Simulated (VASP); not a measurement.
# Al (a cell with a defect) in VASP: relaxation of the atoms with PBE

Aim: the relaxation of the atoms of Al (a cell with a defect) with PBE.

Everything below comes from runs of VASP 6.6.1. Logs are shortened: lines on timing, memory, paths and dates and some standing lists are left out, and cuts for length are marked.

### 1 The cell of the first run

The cell holds a defect, 15 atoms: a = 7.000 Å, b = 7.000 Å, c = 7.000 Å, α = 109.47°, β = 109.47°, γ = 109.47°.

### 2 Relaxation of the atoms, PBE (atoms taken out)

The input, INCAR:

```
ALGO = Normal ; EDIFF = 1E-7
EDIFFG = -0.025 ; ENCUT = 520
GGA = PE ; IBRION = 2
ISIF = 2 ; ISMEAR = 0
LASPH = T ; LCHARG = F
LREAL = Auto ; LWAVE = F
NELM = 100 ; NSW = 65
PREC = Accurate ; SIGMA = 0.1
```

The input, KPOINTS:

```
k-points
0
Gamma
  5 5 5
```

The input, POSCAR:

```
Al
1.0
    4.0416208963      4.0416208963     -4.0416208963
   -4.0416208963     -4.0416208963     -4.0416208963
   -4.0416208963      4.0416208963      4.0416208963
Al
15
Direct
    0.5000000000      0.5000000000      0.0000000000
    0.7500000000      0.2500000000      0.0000000000
    0.7500000000      0.7500000000      0.5000000000
    0.0000000000      0.7500000000      0.2500000000
    0.2500000000      0.5000000000      0.2500000000
    0.5000000000      0.2500000000      0.2500000000
    0.7500000000      0.0000000000      0.2500000000
    0.0000000000      0.0000000000      0.0000000000
    0.5000000000      0.7500000000      0.7500000000
    0.7500000000      0.5000000000      0.7500000000
    0.0000000000      0.5000000000      0.5000000000
    0.2500000000      0.2500000000      0.5000000000
    0.5000000000      0.0000000000      0.5000000000
    0.0000000000      0.2500000000      0.7500000000
    0.2500000000      0.0000000000      0.7500000000
```

Potentials or basis: VASP PAW PBE potentials, release 64 (Al).

Started as:

```bash
$ cat potpaw_PBE.64/Al/POTCAR > POTCAR
$ mpirun -np 1 vasp_std > vasp.out
```

OUTCAR:

```text
EDIFF = 1E-7
   EDIFFG = -0.025
   ENCUT = 520
   GGA = PE
   IBRION = 2
   ISIF = 2
   ISMEAR = 0
   LASPH = T
   LREAL = Auto
   NELM = 100
   NSW = 65
   PREC = Accurate

 ion  position               nearest neighbor table
   1  0.500  0.500  0.000-   2 2.86   3 2.86   5 2.86   6 2.86   9 2.86  10 2.86  12 2.86   7 2.86
                             4 2.86  15 2.86  14 2.86
   2  0.750  0.250  0.000-   1 2.86   6 2.86   7 2.86   8 2.86  10 2.86  11 2.86  14 2.86  13 2.86
                             5 2.86   4 2.86   9 2.86  15 2.86
   3  0.750  0.750  0.500-   4 2.86   7 2.86   8 2.86   9 2.86  10 2.86  11 2.86  13 2.86   1 2.86
                            15 2.86  14 2.86   6 2.86   5 2.86
   4  0.000  0.750  0.250-   3 2.86   5 2.86   7 2.86   8 2.86  11 2.86  15 2.86  10 2.86  12 2.86
                            13 2.86   2 2.86   1 2.86
   5  0.250  0.500  0.250-   1 2.86   4 2.86   6 2.86   9 2.86  11 2.86  12 2.86  14 2.86  13 2.86
                             3 2.86   8 2.86   2 2.86
   6  0.500  0.250  0.250-   1 2.86   2 2.86   5 2.86   7 2.86  10 2.86  12 2.86  13 2.86  15 2.86
                            11 2.86   3 2.86   8 2.86
   7  0.750  0.000  0.250-   2 2.86   3 2.86   4 2.86   6 2.86   8 2.86  13 2.86  14 2.86   9 2.86
                            12 2.86  11 2.86   1 2.86
   8  0.000  0.000  0.000-   2 2.86   4 2.86   7 2.86  12 2.86  14 2.86  15 2.86   3 2.86   6 2.86
                             5 2.86  10 2.86   9 2.86
   9  0.500  0.750  0.750-   1 2.86   3 2.86   7 2.86  10 2.86  13 2.86  15 2.86   5 2.86   2 2.86
                             8 2.86  12 2.86  11 2.86
  10  0.750  0.500  0.750-   1 2.86   2 2.86   3 2.86   4 2.86   9 2.86  11 2.86  14 2.86   6 2.86
                             8 2.86  13 2.86  12 2.86
  11  0.000  0.500  0.500-   3 2.86   4 2.86   5 2.86  10 2.86  12 2.86  14 2.86   2 2.86  15 2.86
                             9 2.86   7 2.86   6 2.86
  12  0.250  0.250  0.500-   1 2.86   5 2.86   6 2.86  11 2.86  13 2.86  14 2.86  15 2.86   8 2.86
                            10 2.86   9 2.86   4 2.86   7 2.86
  13  0.500  0.000  0.500-   2 2.86   3 2.86   6 2.86   7 2.86   9 2.86  12 2.86  15 2.86  14 2.86
                            10 2.86   5 2.86   4 2.86
  14  0.000  0.250  0.750-   2 2.86   5 2.86   8 2.86  10 2.86  11 2.86  12 2.86  15 2.86   7 2.86
                             1 2.86   3 2.86  13 2.86
  15  0.250  0.000  0.750-   6 2.86   8 2.86   9 2.86  12 2.86  13 2.86  14 2.86   4 2.86   2 2.86
                             1 2.86  11 2.86   3 2.86

  LATTYP: Found a body centered cubic cell.
 ALAT       =     8.0832417926

  Lattice vectors:

 A1 = (   4.0416208963,   4.0416208963,  -4.0416208963)
 A2 = (  -4.0416208963,  -4.0416208963,  -4.0416208963)
 A3 = (  -4.0416208963,   4.0416208963,   4.0416208963)

Analysis of symmetry for initial positions (statically):
=====================================================================
 Subroutine PRICEL returns:
 Original cell was already a primitive cell.

 Routine SETGRP: Setting up the symmetry group for a
 body centered cubic supercell.

 Subroutine GETGRP returns: Found 48 space group operations
 (whereof  4 operations were pure point group operations)
 out of a pool of 48 trial point group operations.

The static configuration has the point symmetry C_2v.
 The point group associated with its full space group is O_h .

Analysis of symmetry for dynamics (positions and initial velocities):
=====================================================================
 Subroutine PRICEL returns:
 Original cell was already a primitive cell.

 Routine SETGRP: Setting up the symmetry group for a
 body centered cubic supercell.

 Subroutine GETGRP returns: Found 48 space group operations
 (whereof  4 operations were pure point group operations)
 out of a pool of 48 trial point group operations.

The dynamic configuration has the point symmetry C_2v.
 The point group associated with its full space group is O_h .

 Subroutine INISYM returns: Found 48 space group operations
 (whereof  4 operations are pure point group operations),
 and found     1 'primitive' translations

----------------------------------------------------------------------------------------

                                     Primitive cell

  volume of cell :     264.0747

  direct lattice vectors                    reciprocal lattice vectors
     4.041620896  4.041620896 -4.041620896     0.000000000  0.123712741 -0.123712741
    -4.041620896 -4.041620896 -4.041620896    -0.123712741  0.000000000 -0.123712741
    -4.041620896  4.041620896  4.041620896    -0.123712741  0.123712741  0.000000000

  length of vectors
     7.000292737  7.000292737  7.000292737     0.174956236  0.174956236  0.174956236

  position of ions in fractional coordinates (direct lattice)
     0.500000000  0.500000000  0.000000000
     0.750000000  0.250000000  0.000000000
     0.750000000  0.750000000  0.500000000
     0.000000000  0.750000000  0.250000000
     0.250000000  0.500000000  0.250000000
     0.500000000  0.250000000  0.250000000
     0.750000000  0.000000000  0.250000000
     0.000000000  0.000000000  0.000000000
     0.500000000  0.750000000  0.750000000
     0.750000000  0.500000000  0.750000000
     0.000000000  0.500000000  0.500000000
     0.250000000  0.250000000  0.500000000
     0.500000000  0.000000000  0.500000000
     0.000000000  0.250000000  0.750000000
     0.250000000  0.000000000  0.750000000

  ion indices of the primitive-cell ions
   primitive index   ion index
                 1           1
                 2           2
                 3           3
                 4           4
                 5           5
                 6           6
                 7           7
                 8           8
                 9           9
                10          10
                11          11
                12          12
                13          13
                14          14
                15          15

----------------------------------------------------------------------------------------

 KPOINTS: k-points

Automatic generation of k-mesh.
 Grid dimensions read from file:
 generate k-points for:    5    5    5

 Generating k-lattice:

  Cartesian coordinates                     Fractional coordinates (reciprocal lattice)
     0.000000000  0.024742548 -0.024742548     0.200000000  0.000000000  0.000000000
    -0.024742548  0.000000000 -0.024742548     0.000000000  0.200000000  0.000000000
    -0.024742548  0.024742548  0.000000000     0.000000000  0.000000000  0.200000000

  Length of vectors
     0.034991247  0.034991247  0.034991247

  Shift w.r.t. Gamma in fractional coordinates (k-lattice)
     0.000000000  0.000000000  0.000000000

 Subroutine IBZKPT returns following result:
 ===========================================

 Found     10 irreducible k-points:

 Following reciprocal coordinates:
            Coordinates               Weight
  0.000000  0.000000  0.000000      1.000000
  0.200000  0.000000  0.000000     12.000000
  0.400000  0.000000  0.000000     12.000000
  0.200000  0.200000  0.000000     24.000000
  0.400000  0.200000  0.000000     24.000000
  0.200000  0.200000  0.200000      8.000000
 -0.200000  0.200000  0.200000      6.000000
 -0.400000  0.400000  0.200000     24.000000
 -0.400000 -0.400000  0.200000      8.000000
 -0.400000  0.400000  0.400000      6.000000
   k-points           NKPTS =     10   k-points in BZ     NKDIM =     10   number of bands    NBANDS=     30
   number of dos      NEDOS =    301   number of ions     NIONS =     15
   total plane-waves  NPLWV = 157464
   dimension x,y,z NGX =    54 NGY =   54 NGZ =   54
   dimension x,y,z NGXF=   108 NGYF=  108 NGZF=  108
   ions per type =              15
   NGX,Y,Z   is equivalent  to a cutoff of  12.82, 12.82, 12.82 a.u.
   NGXF,Y,Z  is equivalent  to a cutoff of  25.65, 25.65, 25.65 a.u.
 SYSTEM =  unknown system
   PREC   = accura    normal or accurate (medium, high low for compatibility)
   ISTART =      0    job   : 0-new  1-cont  2-samecut
   ICHARG =      2    charge: 1-file 2-atom 10-const
   ISPIN  =      1    spin polarized calculation?
   LNONCOLLINEAR =      F non collinear calculations
   LSORBIT =      F    spin-orbit coupling
   LASPH  =      T    aspherical Exc in radial PAW
   ENCUT  =  520.0 eV  38.22 Ry    6.18 a.u.  13.02 13.02 13.02*2*pi/ulx,y,z
   NELM   =    100;   NELMIN=  2; NELMDL= -5     # of ELM steps
   EDIFF  = 0.1E-06   stopping-criterion for ELM
   LREAL  =      T    real-space projection
   EDIFFG = -.3E-01   stopping-criterion for IOM
   NSW    =     65    number of steps for IOM
   IBRION =      2    ionic relax: 0-MD 1-quasi-New 2-CG
   NFREE  =      1    steps in history (QN), initial steepest desc. (CG)
   ISIF   =      2    stress and relaxation
   ISYM   =      2    0-nonsym 1-usesym 2-fastsym
   POTIM  = 0.5000    time-step for ionic-motion
   TEBEG  =    0.0;   TEEND  =   0.0 temperature during run
   PSTRESS=    0.0 pullay stress
   NELECT =      45.0000    total number of electrons
   NUPDOWN=      -1.0000    fix difference up-down
   EMIN   =  10.00;   EMAX   =-10.00  energy-range for DOS
   EFERMI =   0.00;   METHOD = LEGACY
   ISMEAR =     0;   SIGMA  =   0.10  broadening in eV -4-tet -1-fermi 0-gaus
   EFERMI_NEDOS =   21; number of points for ismear=-14 and -15
   IALGO  =     38    algorithm
   IMIX   =      4    mixing-type and parameters
     AMIX     =   0.40;   BMIX     =  1.00
     AMIX_MAG =   1.60;   BMIX_MAG =  1.00
  volume/ion in A,a.u.               =      17.60       118.80
  Fermi-wavevector in a.u.,A,eV,Ry     =   0.907619  1.715151 11.208094  0.823772
  Thomas-Fermi vector in A             =   2.031448
   LORBIT       =      0    0 simple, 1 ext, 2 COOP (PROOUT), +10 PAW based schemes
   GGA     = PE    functional components
   LHFCALC =     F    Hartree Fock is set to
   AEXX    =    0.0000 exact exchange contribution
   IVDW    =     0    specifies the selected vdW correction
   LEPSILON=     F    determine dielectric tensor
   LRPA    =     F    only Hartree local field effects (RPA)
 conjugate gradient relaxation of ions
 non-spin polarized calculation
 Gauss-broadening in eV      SIGMA  =   0.10
  energy-cutoff  :      520.00
  volume of cell :      264.07
 maximum number of plane-waves:      7143
 NGX is ok and might be reduce to    54
   NGX = 25   NGY = 25   NGZ = 25

--------------------------------------- Ionic step        1  -------------------------------------------

 number of electron      45.0000001 magnetization

 Free energy of the ion-electron system (eV)
  ---------------------------------------------------
  ext. energy  EPLUGINS =         0.00000000
  ---------------------------------------------------
  free energy    TOTEN  =       -55.60674832 eV

  energy without entropy =      -55.58469405  energy(sigma->0) =      -55.59572118

------------------------ aborting loop because EDIFF is reached ----------------------------------------

  FORCE on cell =-STRESS in cart. coord.  units (eV):
  Direction    XX          YY          ZZ          XY          YZ          ZX
  --------------------------------------------------------------------------------------
  -------------------------------------------------------------------------------------
  Total       -2.0133315     -2.0133315     -2.0133315      0.0000000     -0.0000000     -0.0000000
  in kB      -12.2151602    -12.2151602    -12.2151602      0.0000000     -0.0000000     -0.0000000
  external PRESSURE =     -12.2151602 kB  Pullay stress =       0.0000000 kB
[... 83 lines left out ...]
  energy  without entropy=      -55.6120486373  energy(sigma->0) =      -55.62284629

--------------------------------------- Ionic step        3  -------------------------------------------

 number of electron      45.0000000 magnetization

 Free energy of the ion-electron system (eV)
  ---------------------------------------------------
  ext. energy  EPLUGINS =         0.00000000
  ---------------------------------------------------
  free energy    TOTEN  =       -55.65872940 eV

  energy without entropy =      -55.64129268  energy(sigma->0) =      -55.65001104

 E-fermi :   7.2372     XC(G=0):  -9.9112

 val. band max:        7.2138129724   @ k =  -0.4000  -0.4000   0.2000
 cond. band min:       7.2762802635   @ k =  -0.2000   0.2000   0.2000
 fundamental gap:      0.0624672911
 Fermi energy:         7.2372041627

 k-point     1 :       0.0000    0.0000    0.0000
  band No.  band energies     occupation
      1      -3.5273      2.00000
      2       0.6957      2.00000
      3       0.6957      2.00000
      4       0.7340      2.00000
      5       0.7340      2.00000
      6       0.7340      2.00000
[... 361 lines left out ...]
  FREE ENERGIE OF THE ION-ELECTRON SYSTEM (eV)
  ---------------------------------------------------
  free  energy   TOTEN  =       -55.6587293985 eV

  energy  without entropy=      -55.6412926829  energy(sigma->0) =      -55.65001104

 reached required accuracy - stopping structural energy minimisation
```

Run time: 3.3 min. Hardware: 1 thread of AMD EPYC 9R45 (Zen 5), shared host; peak memory 0.39 GiB.

Results:

```yaml
Free_energy: -55.6587 eV
Energy_gained_by_relaxing: 3.5 meV/atom
Ionic_steps: 3
Pressure_after_relaxing: -1.5 GPa
Largest_force_after_relaxing: 0.018 eV/Å
Band_gap_on_the_k_mesh: zero (an odd number of electrons rules out a gap without spin polarisation)
```

Forces in eV/Å, atoms in the order of the input:
```
Al  -0.013 -0.013  0.000
Al   0.000  0.000  0.000
Al   0.000  0.000  0.000
Al   0.013  0.000 -0.013
Al   0.000 -0.013 -0.013
Al   0.013  0.000  0.013
Al   0.000 -0.013  0.013
Al   0.013  0.013  0.000
Al  -0.013  0.000  0.013
Al   0.000  0.013 -0.013
Al  -0.013  0.013  0.000
Al   0.000  0.000  0.000
Al   0.013 -0.013  0.000
Al  -0.013  0.000 -0.013
Al   0.000  0.013  0.013
```

The path:
| step | energy change (eV) | largest force (eV/Å) | pressure (GPa) |
| --- | --- | --- | --- |
| 1 | 0.0000 | 0.2340 | -1.22 |
| 2 | -0.0269 | 0.1622 | -1.35 |
| 3 | -0.0520 | 0.0184 | -1.51 |

Final structure:
```
Al
1.0
     4.04162    4.04162   -4.04162
    -4.04162   -4.04162   -4.04162
    -4.04162    4.04162    4.04162
Al
15
Direct
  0.49701 0.50299 0.00000
  0.75000 0.25000 0.00000
  0.75000 0.75000 0.50000
  0.00299 0.75000 0.24701
  0.25000 0.50299 0.24701
  0.49701 0.24402 0.24701
  0.74402 0.99701 0.24701
  0.00299 0.99701 0.00000
  0.49701 0.75000 0.75299
  0.75598 0.50299 0.75299
  0.00299 0.50299 0.50598
  0.25000 0.25000 0.50000
  0.49701 0.99701 0.49402
  0.00299 0.25598 0.75299
  0.25000 0.99701 0.75299
```

Caveat: the cell differs from its parent crystal (atoms taken out).
